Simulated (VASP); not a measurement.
Write the native input for VASP 6.6.1 that does the following.

- Task: single point
- Functional: PBEsol
- Potentials or basis: VASP PAW PBE potentials, release 64 (C, O)
- Cutoff: 520 eV
- k mesh: 4 × 4 × 4
- Occupations: gaussian, width 0.05 eV
- Spin: no spin polarisation
- Dipole correction: no
- Further INCAR settings: ALGO = Normal; EDIFF = 1e-06; NBANDS = 44

The structure of CO2 lies in POSCAR:

```
CO2
1.0
    6.1189315663      0.0000000000      0.0000000000
    0.0000000000      5.7999351339      0.0000000000
    0.0000000000      0.0000000000      6.6699254040
C O
4 8
Direct
    0.0000000000      0.0000000000      0.0000000000
    0.5000000000      0.0000000000      0.5000000000
    0.5000000000      0.5000000000      0.0000000000
    0.0000000000      0.5000000000      0.5000000000
    0.1161576883      0.1161576883      0.1161576883
    0.3838423117      0.8838423117      0.6161576883
    0.6161576883      0.3838423117      0.8838423117
    0.8838423117      0.6161576883      0.3838423117
    0.8838423117      0.8838423117      0.8838423117
    0.6161576883      0.1161576883      0.3838423117
    0.3838423117      0.6161576883      0.1161576883
    0.1161576883      0.3838423117      0.6161576883
```

This cell differs from its parent crystal: normal strain along x +0.0550, normal strain along z +0.1500.

One way to write it, as run:

INCAR

```
SYSTEM = CO2
ALGO = Normal
EDIFF = 1E-6
ENCUT = 520
GGA = PS
ISIF = 2
ISMEAR = 0
LASPH = .TRUE.
LCHARG = .TRUE.
LELF = .TRUE.
LREAL = .FALSE.
LVHAR = .TRUE.
LWAVE = .FALSE.
NBANDS = 44
NELM = 80
PREC = Accurate
SIGMA = 0.05
```

KPOINTS

```
k-points
0
G
  4 4 4
  0 0 0
```

Potentials or basis: VASP PAW PBE potentials, release 64 (C, O).

Run with:

```console
$ cat potpaw_PBE.64/C/POTCAR potpaw_PBE.64/O/POTCAR > POTCAR
$ mpirun -np 1 vasp_std > vasp.out
```

It gave:

| Property | Result |
| --- | --- |
| Pressure | -13.9 GPa |
| Largest force | 6.007 eV/Å |
| Band gap on the k mesh | 5.92 eV |

Caveat: the cell differs from its parent crystal (normal strain along x +0.0550, normal strain along z +0.1500); the cell stands under tension; this functional lacks dispersion, which holds the molecules together, so the pressure and a relaxed volume are unreliable; the PAW data sets were made with another functional, which shifts forces and pressure a little.

Wall time 3.6 min on 1 thread of Intel(R) Xeon(R) Platinum 8488C (Sapphire Rapids) (shared host), peak memory 0.43 GiB.
